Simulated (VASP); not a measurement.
## Ag: elastic constants with PBE

Ag:

```
CELL_PARAMETERS angstrom
0.00000 2.07454 2.07454
2.07454 0.00000 2.07454
2.07454 2.07454 0.00000
ATOMIC_POSITIONS crystal
Ag 0.00000 0.00000 0.00000
```

* Program: VASP 6.6.1
* Task: elastic constants
* Functional: PBE
* Potentials or basis: VASP PAW PBE potentials, release 64 (Ag)
* Cutoff: 600 eV
* k mesh: 18 × 18 × 18
* Occupations: fermi-dirac, width 0.15 eV
* Spin: no spin polarisation
* Dipole correction: no
* Ions in elastic constants: relaxed
* Further INCAR settings: ALGO = Normal; EDIFF = 1e-08; IBRION = 6; POTIM = 0.015; NSW = 1; ISIF = 3

```json
{"Elastic constants C11, C12, C44": "113, 79, 46 GPa", "Voigt bulk modulus": "90 GPa"}
```

Elastic tensor in Voigt notation (GPa, in the Cartesian axes of the cell as first typed):
```
113  79  79   0   0   0
 79 113  79   0   0   0
 79  79 113   0   0   0
  0   0   0  46   0   0
  0   0   0   0  46   0
  0   0   0   0   0  46
```

Clamped-ion elastic tensor (GPa):
```
113  79  79   0   0   0
 79 113  79   0   0   0
 79  79 113   0   0   0
  0   0   0  46   0   0
  0   0   0   0  46   0
  0   0   0   0   0  46
```

Wall time 11 min on 1 thread of Intel(R) Xeon(R) Platinum 8488C (Sapphire Rapids), with other jobs on the host, peak memory 0.65 GiB.
